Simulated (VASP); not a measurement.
# InAs (f.blda) (F-43m) in VASP: further runs

The runs below take InAs (f.blda) through single point, with LDA.

Program: VASP 6.6.1. These are calculated values, not measurements. Logs are shortened: lines on timing, memory, paths and dates and some standing lists are left out, and cuts for length are marked.

**1. The cell of the first run**

The structure is cubic, space group F-43m (No. 216). Conventional cell: a = 6.026 Å, b = 6.026 Å, c = 6.026 Å, α = 90.00°, β = 90.00°, γ = 90.00°. In (site symmetry -43m) has 4 As at 2.61 Å within 3.4 Å. As (site symmetry -43m) has 4 In at 2.61 Å within 3.4 Å.

**2. Single point, LDA**

Contents of INCAR:

```
PREC = Accurate ; ENCUT = 500
EDIFF = 1E-6 ; ISMEAR = 0
SIGMA = 0.1 ; LREAL = F
LASPH = T ; NELM = 120
ALGO = Normal ; ISIF = 2
LWAVE = F ; LCHARG = F
NBANDS = 16 ; GGA_COMPAT = F
```

Contents of KPOINTS:

```
regular mesh
0
Gamma
  12 12 12
```

Contents of POSCAR:

```
InAs
1.0
    0.0000000000      3.0129534732      3.0129534732
    3.0129534732      0.0000000000      3.0129534732
    3.0129534732      3.0129534732      0.0000000000
In As
1 1
Direct
    0.0000000000      0.0000000000      0.0000000000
    0.2500000000      0.2500000000      0.2500000000
```

Potentials or basis: VASP PAW LDA potentials, release 64 (In_d, As).

The run is started by

```bash
cat potpaw_LDA.64/In_d/POTCAR potpaw_LDA.64/As/POTCAR > POTCAR
mpirun -np 1 vasp_std > vasp.out
```

OUTCAR:

```text
PREC = Accurate
   ENCUT = 500
   EDIFF = 1E-6
   ISMEAR = 0
   LREAL = F
   LASPH = T
   NELM = 120
   ISIF = 2

 ion  position               nearest neighbor table
   1  0.000  0.000  0.000-   2 2.61   2 2.61   2 2.61   2 2.61
   2  0.250  0.250  0.250-   1 2.61   1 2.61   1 2.61   1 2.61

  LATTYP: Found a face centered cubic cell.
 ALAT       =     6.0259069464

  Lattice vectors:

 A1 = (   0.0000000000,   3.0129534732,   3.0129534732)
 A2 = (   3.0129534732,   0.0000000000,   3.0129534732)
 A3 = (   3.0129534732,   3.0129534732,   0.0000000000)

Analysis of symmetry for initial positions (statically):
=====================================================================
 Subroutine PRICEL returns:
 Original cell was already a primitive cell.

 Routine SETGRP: Setting up the symmetry group for a
 face centered cubic supercell.

 Subroutine GETGRP returns: Found 24 space group operations
 (whereof 24 operations were pure point group operations)
 out of a pool of 48 trial point group operations.

The static configuration has the point symmetry T_d .

Analysis of symmetry for dynamics (positions and initial velocities):
=====================================================================
 Subroutine PRICEL returns:
 Original cell was already a primitive cell.

 Routine SETGRP: Setting up the symmetry group for a
 face centered cubic supercell.

 Subroutine GETGRP returns: Found 24 space group operations
 (whereof 24 operations were pure point group operations)
 out of a pool of 48 trial point group operations.

The dynamic configuration has the point symmetry T_d .

 Subroutine INISYM returns: Found 24 space group operations
 (whereof 24 operations are pure point group operations),
 and found     1 'primitive' translations

----------------------------------------------------------------------------------------

                                     Primitive cell

  volume of cell :      54.7025

  direct lattice vectors                    reciprocal lattice vectors
     0.000000000  3.012953473  3.012953473    -0.165950123  0.165950123  0.165950123
     3.012953473  0.000000000  3.012953473     0.165950123 -0.165950123  0.165950123
     3.012953473  3.012953473  0.000000000     0.165950123  0.165950123 -0.165950123

  length of vectors
     4.260959665  4.260959665  4.260959665     0.287434045  0.287434045  0.287434045

  position of ions in fractional coordinates (direct lattice)
     0.000000000  0.000000000  0.000000000
     0.250000000  0.250000000  0.250000000

  ion indices of the primitive-cell ions
   primitive index   ion index
                 1           1
                 2           2

----------------------------------------------------------------------------------------

 KPOINTS: regular mesh

Automatic generation of k-mesh.
 Grid dimensions read from file:
 generate k-points for:   12   12   12

 Generating k-lattice:

  Cartesian coordinates                     Fractional coordinates (reciprocal lattice)
    -0.013829177  0.013829177  0.013829177     0.083333333  0.000000000  0.000000000
     0.013829177 -0.013829177  0.013829177     0.000000000  0.083333333  0.000000000
     0.013829177  0.013829177 -0.013829177     0.000000000  0.000000000  0.083333333

  Length of vectors
     0.023952837  0.023952837  0.023952837

  Shift w.r.t. Gamma in fractional coordinates (k-lattice)
     0.000000000  0.000000000  0.000000000

 Subroutine IBZKPT returns following result:
 ===========================================

 Found     72 irreducible k-points:

 Following reciprocal coordinates:
            Coordinates               Weight
  0.000000  0.000000  0.000000      1.000000
  0.083333  0.000000  0.000000      8.000000
  0.166667  0.000000  0.000000      8.000000
  0.250000  0.000000  0.000000      8.000000
  0.333333  0.000000  0.000000      8.000000
  0.416667  0.000000  0.000000      8.000000
[... 16 lines left out ...]
  0.500000  0.166667  0.000000     24.000000
 -0.416667  0.166667  0.000000     24.000000
 [... further k-points ...]
   k-points           NKPTS =     72   k-points in BZ     NKDIM =     72   number of bands    NBANDS=     16
   number of dos      NEDOS =    301   number of ions     NIONS =      2
   total plane-waves  NPLWV =  32768
   dimension x,y,z NGX =    32 NGY =   32 NGZ =   32
   dimension x,y,z NGXF=    64 NGYF=   64 NGZF=   64
   ions per type =               1   1
   NGX,Y,Z   is equivalent  to a cutoff of  12.49, 12.49, 12.49 a.u.
   NGXF,Y,Z  is equivalent  to a cutoff of  24.97, 24.97, 24.97 a.u.
 SYSTEM =  unknown system
   PREC   = accura    normal or accurate (medium, high low for compatibility)
   ISTART =      0    job   : 0-new  1-cont  2-samecut
   ICHARG =      2    charge: 1-file 2-atom 10-const
   ISPIN  =      1    spin polarized calculation?
   LNONCOLLINEAR =      F non collinear calculations
   LSORBIT =      F    spin-orbit coupling
   LASPH  =      T    aspherical Exc in radial PAW
   ENCUT  =  500.0 eV  36.75 Ry    6.06 a.u.   7.77  7.77  7.77*2*pi/ulx,y,z
   NELM   =    120;   NELMIN=  2; NELMDL= -5     # of ELM steps
   EDIFF  = 0.1E-05   stopping-criterion for ELM
   LREAL  =      F    real-space projection
   EDIFFG = 0.1E-04   stopping-criterion for IOM
   NSW    =      0    number of steps for IOM
   IBRION =     -1    ionic relax: 0-MD 1-quasi-New 2-CG
   NFREE  =      0    steps in history (QN), initial steepest desc. (CG)
   ISIF   =      2    stress and relaxation
   ISYM   =      2    0-nonsym 1-usesym 2-fastsym
   POTIM  = 0.5000    time-step for ionic-motion
   TEBEG  =    0.0;   TEEND  =   0.0 temperature during run
   PSTRESS=    0.0 pullay stress
   NELECT =      18.0000    total number of electrons
   NUPDOWN=      -1.0000    fix difference up-down
   EMIN   =  10.00;   EMAX   =-10.00  energy-range for DOS
   EFERMI =   0.00;   METHOD = LEGACY
   ISMEAR =     0;   SIGMA  =   0.10  broadening in eV -4-tet -1-fermi 0-gaus
   EFERMI_NEDOS =   21; number of points for ismear=-14 and -15
   IALGO  =     38    algorithm
   IMIX   =      4    mixing-type and parameters
     AMIX     =   0.40;   BMIX     =  1.00
     AMIX_MAG =   1.60;   BMIX_MAG =  1.00
  volume/ion in A,a.u.               =      27.35       184.58
  Fermi-wavevector in a.u.,A,eV,Ry     =   1.130221  2.135807 17.380065  1.277399
  Thomas-Fermi vector in A             =   2.266916
   LORBIT       =      0    0 simple, 1 ext, 2 COOP (PROOUT), +10 PAW based schemes
   GGA     = CA    functional components
   LHFCALC =     F    Hartree Fock is set to
   AEXX    =    0.0000 exact exchange contribution
   IVDW    =     0    specifies the selected vdW correction
   LEPSILON=     F    determine dielectric tensor
   LRPA    =     F    only Hartree local field effects (RPA)
 non-spin polarized calculation
 Gauss-broadening in eV      SIGMA  =   0.10
  energy-cutoff  :      500.00
  volume of cell :       54.70
 maximum number of plane-waves:      1411
   NGX = 15   NGY = 15   NGZ = 15

 number of electron      17.9999992 magnetization

 Free energy of the ion-electron system (eV)
  ---------------------------------------------------
  ext. energy  EPLUGINS =         0.00000000
  ---------------------------------------------------
  free energy    TOTEN  =        -9.02983924 eV

  energy without entropy =       -9.02969014  energy(sigma->0) =       -9.02976469

 E-fermi :   4.5028     XC(G=0):  -9.4573

 val. band max:        4.4452420228   @ k =   0.0000   0.0000   0.0000
 cond. band min:       5.1885815848   @ k =   0.0833   0.0000   0.0000
 fundamental gap:      0.7433395620
 Fermi energy:         4.5027969362

 k-point     1 :       0.0000    0.0000    0.0000
  band No.  band energies     occupation
      1      -9.9334      2.00000
      2      -9.9334      2.00000
      3      -9.9334      2.00000
      4      -9.8003      2.00000
      5      -9.8003      2.00000
      6      -7.5375      2.00000
[... 8 lines left out ...]
     15      14.1908      0.00000
     16      14.1908      0.00000

 k-point     2 :       0.0833    0.0000    0.0000
  band No.  band energies     occupation
      1      -9.9436      2.00000
      2      -9.9305      2.00000
      3      -9.9305      2.00000
      4      -9.8004      2.00000
      5      -9.8004      2.00000
      6      -7.4629      2.00000
[... 8 lines left out ...]
     15      13.5499      0.00000
     16      13.5499      0.00000

 k-point     3 :       0.1667    0.0000    0.0000
  band No.  band energies     occupation
      1      -9.9704      2.00000
      2      -9.9230      2.00000
      3      -9.9230      2.00000
      4      -9.8003      2.00000
      5      -9.8003      2.00000
      6      -7.2474      2.00000
[... 8 lines left out ...]
     15      13.0295      0.00000
     16      13.0295      0.00000

 k-point     4 :       0.2500    0.0000    0.0000
  band No.  band energies     occupation
      1     -10.0048      2.00000
      2      -9.9139      2.00000
      3      -9.9139      2.00000
      4      -9.7991      2.00000
      5      -9.7991      2.00000
      6      -6.9173      2.00000
[... 8 lines left out ...]
     15      12.9904      0.00000
     16      12.9904      0.00000

 k-point     5 :       0.3333    0.0000    0.0000
  band No.  band energies     occupation
      1     -10.0369      2.00000
      2      -9.9062      2.00000
      3      -9.9062      2.00000
      4      -9.7964      2.00000
      5      -9.7964      2.00000
      6      -6.5253      2.00000
[... 8 lines left out ...]
     15      13.5079      0.00000
     16      13.5079      0.00000

 k-point     6 :       0.4167    0.0000    0.0000
  band No.  band energies     occupation
      1     -10.0594      2.00000
      2      -9.9016      2.00000
      3      -9.9016      2.00000
      4      -9.7933      2.00000
      5      -9.7933      2.00000
      6      -6.1734      2.00000
[... 8 lines left out ...]
     15      14.4348      0.00000
     16      14.4348      0.00000
[... 267 lines left out ...]
 k-point    21 :       0.3333    0.1667    0.0000
  band No.  band energies     occupation
      1     -10.0443      2.00000
      2      -9.8977      2.00000
      3      -9.8934      2.00000
      4      -9.8133      2.00000
      5      -9.7894      2.00000
      6      -6.5673      2.00000
[... 8 lines left out ...]
     15      14.4117      0.00000
     16      14.5984      0.00000

 k-point    22 :       0.4167    0.1667    0.0000
  band No.  band energies     occupation
      1     -10.0650      2.00000
      2      -9.8942      2.00000
      3      -9.8876      2.00000
      4      -9.8105      2.00000
      5      -9.7882      2.00000
      6      -6.1966      2.00000
[... 8 lines left out ...]
     15      14.4828      0.00000
     16      15.2365      0.00000

 k-point    23 :       0.5000    0.1667    0.0000
  band No.  band energies     occupation
      1     -10.0765      2.00000
      2      -9.8931      2.00000
      3      -9.8857      2.00000
      4      -9.8052      2.00000
      5      -9.7896      2.00000
      6      -5.9146      2.00000
[... 8 lines left out ...]
     15      14.7782      0.00000
     16      15.3035      0.00000

 k-point    24 :      -0.4167    0.1667    0.0000
  band No.  band energies     occupation
      1     -10.0763      2.00000
      2      -9.8936      2.00000
      3      -9.8872      2.00000
      4      -9.7999      2.00000
      5      -9.7940      2.00000
      6      -5.8700      2.00000
[... 8 lines left out ...]
     15      14.1245      0.00000
     16      14.4990      0.00000

 [... further k-points ...]
[... 5 lines left out ...]
  --------------------------------------------------------------------------------------
  -------------------------------------------------------------------------------------
  Total        0.0505358      0.0505358      0.0505358      0.0000000     -0.0000000      0.0000000
  in kB        1.4801376      1.4801376      1.4801376      0.0000000     -0.0000000      0.0000000
  external PRESSURE =       1.4801376 kB  Pullay stress =       0.0000000 kB

 VOLUME and BASIS-vectors are now :
 -----------------------------------------------------------------------------
  energy-cutoff  :      500.00
  volume of cell :       54.70
      direct lattice vectors                 reciprocal lattice vectors
     0.000000000  3.012953473  3.012953473    -0.165950123  0.165950123  0.165950123
     3.012953473  0.000000000  3.012953473     0.165950123 -0.165950123  0.165950123
     3.012953473  3.012953473  0.000000000     0.165950123  0.165950123 -0.165950123

 POSITION                                       TOTAL-FORCE (eV/Angst)
 -----------------------------------------------------------------------------------
      0.00000      0.00000      0.00000        -0.000000      0.000000      0.000000
      1.50648      1.50648      1.50648         0.000000     -0.000000     -0.000000
 -----------------------------------------------------------------------------------
    total drift:                               -0.000000     -0.000000     -0.000000

  FREE ENERGIE OF THE ION-ELECTRON SYSTEM (eV)
  ---------------------------------------------------
  free  energy   TOTEN  =        -9.0298392446 eV

  energy  without entropy=       -9.0296901357  energy(sigma->0) =       -9.02976469
```

Run time: 61 s. Hardware: 1 thread of Intel Xeon 8259CL, shared host; peak memory 0.19 GiB.

Results:

| Quantity | Value |
| --- | --- |
| Free energy | -9.0298 eV |
| Pressure | 0.1 GPa |
| Band gap on the k mesh | zero (filled and empty bands touch) |

Levels at points of the mesh, in eV from the Fermi level:
| k point | band 7 | band 8 | band 9 | band 10 | band 11 | band 12 |
| --- | --- | --- | --- | --- | --- | --- |
| (0.00, 0.00, 0.00) | -0.40 | -0.06 | -0.06 | -0.06 | 3.77 | 3.77 |
| (0.50, 0.00, 0.00) | -5.95 | -1.07 | -1.07 | 0.77 | 4.56 | 4.56 |
| (0.50, 0.50, 0.00) | -6.02 | -2.44 | -2.44 | 1.35 | 1.90 | 9.01 |

Caveat: spin-orbit coupling is left out, which moves the levels of the heavy elements.

(Continued in part 2 of 2.)
